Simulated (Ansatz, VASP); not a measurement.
## Two plane-wave programs on Mo

```
Mo
1.0
     2.87435    0.00000    0.00000
    -1.43718    2.48926    0.00000
     0.00000    0.00000    5.09788
Mo
2
Cartesian
  0.0000 1.6595 1.2745
  1.4372 0.8298 3.8234
```

Alike in both runs: task single point; functional revPBE; k mesh 15 × 15 × 7; occupations fermi-dirac, width 0.1 eV; no spin polarisation.

|  | VASP | Ansatz |
| --- | --- | --- |
| version | VASP 6.6.1 | Ansatz 0.2.0 |
| potentials or method | VASP PAW PBE potentials, release 64 (Mo_sv), cutoff 520 eV | plane waves (420 eV) with PAW, scalar-relativistic |
| valence electrons in the cell | 28 | 28 |

```tsv
	VASP	Ansatz	Ansatz less VASP
pressure (GPa)	-20.3	-20.6	-0.26
traceless stress, the component that is largest in VASP (GPa)	2.39	2.44	+0.059
```

VASP's potentials were made for PBE, not for revPBE. With one functional, cell and mesh, what is left measures potentials, basis and numerics.
